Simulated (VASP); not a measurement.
Cu:

```xyz
1
Lattice="0.0000 1.7887 1.7887 1.7887 0.0000 1.7887 1.7887 1.7887 0.0000" Properties=species:S:1:pos:R:3 pbc="T T T"
Cu    0.0000    0.0000    0.0000
```

* Program: VASP 6.6.1
* Task: relaxation of cell and atoms
* Functional: LDA
* Potentials or basis: VASP PAW LDA potentials, release 64 (Cu)
* Cutoff: 600 eV
* k mesh: 20 × 20 × 20
* Occupations: gaussian, width 0.1 eV
* Spin: no spin polarisation

At the start: pressure -7.5 GPa; volume 11.45 Å³/atom.

Q: How do energy, volume and symmetry change on relaxing?

A: Over 3 steps the energy falls by 12.3 meV/atom and the volume is 10.94 Å³/atom (-4.4 %); space group Fm-3m (No. 225, to 0.05 Å).

Step by step:
```csv
step,energy change (eV),largest force (eV/Å),pressure (GPa),volume (Å³)
1,0.0000,0.0000,-7.45,11.45
2,-0.0054,0.0000,6.55,10.59
3,-0.0123,0.0000,-0.03,10.94
```

Final structure:
```xyz
1
Lattice="0.0000 1.7620 1.7620 1.7620 0.0000 1.7620 1.7620 1.7620 0.0000" Properties=species:S:1:pos:R:3 pbc="T T T"
Cu    0.0000    0.0000    0.0000
```
